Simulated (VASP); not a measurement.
# SnO2 (I4_1/amd) in VASP: notebook

SnO2 is run at these levels: LDA; tasks: single point.

Everything below comes from runs of VASP 6.6.1. Logs are shortened: lines on timing, memory, paths and dates and some standing lists are left out, and cuts for length are marked.

**1. The cell of the first run**

It takes space group I4_1/amd (No. 141, tetragonal). Conventional cell: a = 4.279 Å, b = 4.279 Å, c = 8.773 Å, α = 90.00°, β = 90.00°, γ = 90.00°. Sn (site symmetry -4m2) has 6 O at 1.78 to 2.18 Å within 2.4 Å. Within 2.4 Å of O (site symmetry 2mm) lie 3 Sn at 1.78 to 2.18 Å.

**2. Single point, LDA**

Contents of INCAR:

```
SYSTEM = SnO2
  ALGO = Normal
  EDIFF = 1E-6
  ENCUT = 520
  GGA = CA
  ISIF = 2
  ISMEAR = 0
  LASPH = .True.
  LCHARG = .False.
  LREAL = .False.
  LWAVE = .False.
  NBANDS = 35
  NELM = 80
  PREC = Accurate
  SIGMA = 0.05
```

Contents of KPOINTS:

```
k-points
0
Gamma
  10 10 10
  0 0 0
```

Contents of POSCAR:

```
SnO2
1.0
   -2.1394754110      2.1394754110      4.3865736282
    2.1394754110     -2.1394754110      4.3865736282
    2.1394754110      2.1394754110     -4.3865736282
Sn O
2 4
Direct
    0.7500000000      0.2500000000      0.5000000000
    0.0000000000      0.0000000000      0.0000000000
    0.7969975836      0.7969975836      0.0000000000
    0.9530024164      0.4530024164      0.5000000000
    0.2030024164      0.2030024164      0.0000000000
    0.5469975836      0.0469975836      0.5000000000
```

Potentials or basis: VASP PAW LDA potentials, release 64 (Sn_d, O).

The run is started by

```bash
$ cat potpaw_LDA.64/Sn_d/POTCAR potpaw_LDA.64/O/POTCAR > POTCAR
$ mpirun -np 1 vasp_std > vasp.out
```

OUTCAR:

```text
SYSTEM = SnO2
   EDIFF = 1E-6
   ENCUT = 520
   GGA = CA
   ISIF = 2
   ISMEAR = 0
   LASPH = .True.
   LREAL = .False.
   NELM = 80
   PREC = Accurate

 ion  position               nearest neighbor table
   1  0.750  0.250  0.500-   4 1.78   6 1.78   5 2.18   3 2.18   3 2.18   5 2.18   2 3.06   2 3.06
                             2 3.06   2 3.06
   2  0.000  0.000  0.000-   3 1.78   5 1.78   4 2.18   6 2.18   6 2.18   4 2.18   1 3.06   1 3.06
                             1 3.06   1 3.06
   3  0.797  0.797  0.000-   2 1.78   1 2.18   1 2.18
   4  0.953  0.453  0.500-   1 1.78   2 2.18   2 2.18
   5  0.203  0.203  0.000-   2 1.78   1 2.18   1 2.18
   6  0.547  0.047  0.500-   1 1.78   2 2.18   2 2.18

  LATTYP: Found a body centered tetragonal cell.
 ALAT       =     4.2789508220
 C/A-ratio  =     2.0503033621

  Lattice vectors:

 A1 = (  -2.1394754110,   2.1394754110,   4.3865736282)
 A2 = (   2.1394754110,  -2.1394754110,   4.3865736282)
 A3 = (   2.1394754110,   2.1394754110,  -4.3865736282)

Analysis of symmetry for initial positions (statically):
=====================================================================
 Subroutine PRICEL returns:
 Original cell was already a primitive cell.

 Routine SETGRP: Setting up the symmetry group for a
 body centered tetragonal supercell.

 Subroutine GETGRP returns: Found 16 space group operations
 (whereof  8 operations were pure point group operations)
 out of a pool of 16 trial point group operations.

The static configuration has the point symmetry D_2d.
 The point group associated with its full space group is D_4h.

Analysis of symmetry for dynamics (positions and initial velocities):
=====================================================================
 Subroutine PRICEL returns:
 Original cell was already a primitive cell.

 Routine SETGRP: Setting up the symmetry group for a
 body centered tetragonal supercell.

 Subroutine GETGRP returns: Found 16 space group operations
 (whereof  8 operations were pure point group operations)
 out of a pool of 16 trial point group operations.

The dynamic configuration has the point symmetry D_2d.
 The point group associated with its full space group is D_4h.

 Subroutine INISYM returns: Found 16 space group operations
 (whereof  8 operations are pure point group operations),
 and found     1 'primitive' translations

----------------------------------------------------------------------------------------

                                     Primitive cell

  volume of cell :      80.3156

  direct lattice vectors                    reciprocal lattice vectors
    -2.139475411  2.139475411  4.386573628     0.000000000  0.233702148  0.113984180
     2.139475411 -2.139475411  4.386573628     0.233702148  0.000000000  0.113984180
     2.139475411  2.139475411 -4.386573628     0.233702148  0.233702148  0.000000000

  length of vectors
     5.328859002  5.328859002  5.328859002     0.260017475  0.260017475  0.330504748

  position of ions in fractional coordinates (direct lattice)
     0.750000000  0.250000000  0.500000000
     0.000000000  0.000000000  0.000000000
     0.796997584  0.796997584  0.000000000
     0.953002416  0.453002416  0.500000000
     0.203002416  0.203002416  0.000000000
     0.546997584  0.046997584  0.500000000

  ion indices of the primitive-cell ions
   primitive index   ion index
                 1           1
                 2           2
                 3           3
                 4           4
                 5           5
                 6           6

----------------------------------------------------------------------------------------

 KPOINTS: k-points

Automatic generation of k-mesh.
 Grid dimensions read from file:
 generate k-points for:   10   10   10

 Generating k-lattice:

  Cartesian coordinates                     Fractional coordinates (reciprocal lattice)
     0.000000000  0.023370215  0.011398418     0.100000000  0.000000000  0.000000000
     0.023370215  0.000000000  0.011398418     0.000000000  0.100000000  0.000000000
     0.023370215  0.023370215  0.000000000     0.000000000  0.000000000  0.100000000

  Length of vectors
     0.026001748  0.026001748  0.033050475

  Shift w.r.t. Gamma in fractional coordinates (k-lattice)
     0.000000000  0.000000000  0.000000000

 Subroutine IBZKPT returns following result:
 ===========================================

 Found    102 irreducible k-points:

 Following reciprocal coordinates:
            Coordinates               Weight
  0.000000  0.000000  0.000000      1.000000
  0.100000 -0.000000  0.000000      8.000000
  0.200000 -0.000000  0.000000      8.000000
  0.300000 -0.000000  0.000000      8.000000
  0.400000  0.000000  0.000000      8.000000
  0.500000  0.000000  0.000000      4.000000
[... 16 lines left out ...]
  0.300000  0.300000  0.000000      8.000000
  0.400000  0.300000  0.000000     16.000000
 [... further k-points ...]
   k-points           NKPTS =    102   k-points in BZ     NKDIM =    102   number of bands    NBANDS=     35
   number of dos      NEDOS =    301   number of ions     NIONS =      6
   total plane-waves  NPLWV =  64000
   dimension x,y,z NGX =    40 NGY =   40 NGZ =   40
   dimension x,y,z NGXF=    80 NGYF=   80 NGZF=   80
   ions per type =               2   4
   NGX,Y,Z   is equivalent  to a cutoff of  12.48, 12.48, 12.48 a.u.
   NGXF,Y,Z  is equivalent  to a cutoff of  24.96, 24.96, 24.96 a.u.
 SYSTEM =  SnO2
   PREC   = accura    normal or accurate (medium, high low for compatibility)
   ISTART =      0    job   : 0-new  1-cont  2-samecut
   ICHARG =      2    charge: 1-file 2-atom 10-const
   ISPIN  =      1    spin polarized calculation?
   LNONCOLLINEAR =      F non collinear calculations
   LSORBIT =      F    spin-orbit coupling
   LASPH  =      T    aspherical Exc in radial PAW
   ENCUT  =  520.0 eV  38.22 Ry    6.18 a.u.   9.91  9.91  9.91*2*pi/ulx,y,z
   NELM   =     80;   NELMIN=  2; NELMDL= -5     # of ELM steps
   EDIFF  = 0.1E-05   stopping-criterion for ELM
   LREAL  =      F    real-space projection
   EDIFFG = 0.1E-04   stopping-criterion for IOM
   NSW    =      0    number of steps for IOM
   IBRION =     -1    ionic relax: 0-MD 1-quasi-New 2-CG
   NFREE  =      0    steps in history (QN), initial steepest desc. (CG)
   ISIF   =      2    stress and relaxation
   ISYM   =      2    0-nonsym 1-usesym 2-fastsym
   POTIM  = 0.5000    time-step for ionic-motion
   TEBEG  =    0.0;   TEEND  =   0.0 temperature during run
   PSTRESS=    0.0 pullay stress
   NELECT =      52.0000    total number of electrons
   NUPDOWN=      -1.0000    fix difference up-down
   EMIN   =  10.00;   EMAX   =-10.00  energy-range for DOS
   EFERMI =   0.00;   METHOD = LEGACY
   ISMEAR =     0;   SIGMA  =   0.05  broadening in eV -4-tet -1-fermi 0-gaus
   EFERMI_NEDOS =   21; number of points for ismear=-14 and -15
   IALGO  =     38    algorithm
   IMIX   =      4    mixing-type and parameters
     AMIX     =   0.40;   BMIX     =  1.00
     AMIX_MAG =   1.60;   BMIX_MAG =  1.00
  volume/ion in A,a.u.               =      13.39        90.33
  Fermi-wavevector in a.u.,A,eV,Ry     =   1.416259  2.676341 27.290414  2.005789
  Thomas-Fermi vector in A             =   2.537612
   LORBIT       =      0    0 simple, 1 ext, 2 COOP (PROOUT), +10 PAW based schemes
   GGA     = CA    functional components
   LHFCALC =     F    Hartree Fock is set to
   AEXX    =    0.0000 exact exchange contribution
   IVDW    =     0    specifies the selected vdW correction
   LEPSILON=     F    determine dielectric tensor
   LRPA    =     F    only Hartree local field effects (RPA)
 non-spin polarized calculation
 Gauss-broadening in eV      SIGMA  =   0.05
  energy-cutoff  :      520.00
  volume of cell :       80.32
 maximum number of plane-waves:      2184
   NGX = 19   NGY = 19   NGZ = 19

 number of electron      51.9999986 magnetization

 Free energy of the ion-electron system (eV)
  ---------------------------------------------------
  ext. energy  EPLUGINS =         0.00000000
  ---------------------------------------------------
  free energy    TOTEN  =       -39.00376758 eV

  energy without entropy =      -39.00376758  energy(sigma->0) =      -39.00376758

 E-fermi :   4.0426     XC(G=0): -10.8777

 val. band max:        3.7968742761   @ k =   0.3000   0.3000   0.2000
 cond. band min:       6.7592432941   @ k =   0.0000   0.0000   0.0000
 fundamental gap:      2.9623690180
 Fermi energy:         4.0425784558

 k-point     1 :       0.0000    0.0000    0.0000
  band No.  band energies     occupation
      1     -17.5149      2.00000
      2     -17.1949      2.00000
      3     -16.1252      2.00000
      4     -15.9123      2.00000
      5     -15.6005      2.00000
      6     -15.6005      2.00000
[... 27 lines left out ...]
     34      15.1608      0.00000
     35      15.7218      0.00000

 k-point     2 :       0.1000   -0.0000    0.0000
  band No.  band energies     occupation
      1     -17.5092      2.00000
      2     -17.2019      2.00000
      3     -16.1018      2.00000
      4     -15.8853      2.00000
      5     -15.6049      2.00000
      6     -15.5964      2.00000
[... 27 lines left out ...]
     34      15.0333      0.00000
     35      15.7669      0.00000

 k-point     3 :       0.2000   -0.0000    0.0000
  band No.  band energies     occupation
      1     -17.4937      2.00000
      2     -17.2208      2.00000
      3     -16.0382      2.00000
      4     -15.8132      2.00000
      5     -15.6153      2.00000
      6     -15.5843      2.00000
[... 27 lines left out ...]
     34      14.9829      0.00000
     35      15.7881      0.00000
[... 723 lines left out ...]
 k-point    23 :       0.3000    0.3000    0.0000
  band No.  band energies     occupation
      1     -17.4056      2.00000
      2     -17.2965      2.00000
      3     -15.7791      2.00000
      4     -15.6749      2.00000
      5     -15.5342      2.00000
      6     -15.5141      2.00000
[... 27 lines left out ...]
     34      15.2501      0.00000
     35      16.4239      0.00000

 k-point    24 :       0.4000    0.3000    0.0000
  band No.  band energies     occupation
      1     -17.3778      2.00000
      2     -17.3009      2.00000
      3     -15.7509      2.00000
      4     -15.6788      2.00000
      5     -15.5156      2.00000
      6     -15.4830      2.00000
[... 27 lines left out ...]
     34      15.4344      0.00000
     35      16.6113      0.00000

 [... further k-points ...]
[... 5 lines left out ...]
  --------------------------------------------------------------------------------------
  -------------------------------------------------------------------------------------
  Total       -1.8594939     -1.8594939     41.0454909      0.0000000      0.0000000      0.0000000
  in kB      -37.0941419    -37.0941419    818.7965846      0.0000000      0.0000000      0.0000000
  external PRESSURE =     248.2027670 kB  Pullay stress =       0.0000000 kB

 VOLUME and BASIS-vectors are now :
 -----------------------------------------------------------------------------
  energy-cutoff  :      520.00
  volume of cell :       80.32
      direct lattice vectors                 reciprocal lattice vectors
    -2.139475411  2.139475411  4.386573628     0.000000000  0.233702148  0.113984180
     2.139475411 -2.139475411  4.386573628     0.233702148  0.000000000  0.113984180
     2.139475411  2.139475411 -4.386573628     0.233702148  0.233702148  0.000000000

 POSITION                                       TOTAL-FORCE (eV/Angst)
 -----------------------------------------------------------------------------------
     -0.00000      2.13948      2.19329         0.000000      0.000000      0.000000
      0.00000      0.00000      0.00000         0.000000      0.000000      0.000000
      0.00000      0.00000      6.99218         0.000000     -0.000000     -5.542175
      0.00000      2.13948      3.97426        -0.000000      0.000000      5.542175
      0.00000      0.00000      1.78097         0.000000     -0.000000      5.542175
      0.00000      2.13948      0.41232        -0.000000      0.000000     -5.542175
 -----------------------------------------------------------------------------------
    total drift:                                0.000000     -0.000000     -0.000000

  FREE ENERGIE OF THE ION-ELECTRON SYSTEM (eV)
  ---------------------------------------------------
  free  energy   TOTEN  =       -39.0037675793 eV

  energy  without entropy=      -39.0037675793  energy(sigma->0) =      -39.00376758
```

Run time: 4.3 min. Hardware: 1 thread of Intel Xeon Platinum 8488C (Sapphire Rapids), shared host; peak memory 0.35 GiB.

What came out:

* Free energy: -39.0038 eV
* Pressure: 24.8 GPa
* Largest force: 5.542 eV/Å
* Band gap on the k mesh: 2.96 eV (least direct gap 3.61 eV)

Forces on the atoms (eV/Å):
```
Sn   0.000  0.000  0.000
Sn   0.000  0.000  0.000
O    0.000  0.000 -5.542
O    0.000  0.000  5.542
O    0.000  0.000  5.542
O    0.000  0.000 -5.542
```

Caveat: the cell stands under pressure; spin-orbit coupling is left out, which moves the levels of the heavy elements; forces of over 1 eV/Å act on the atoms, so gaps and moduli don't describe the material at rest. A k mesh can miss the band edges.

(Part 1 of 2 ends here.)
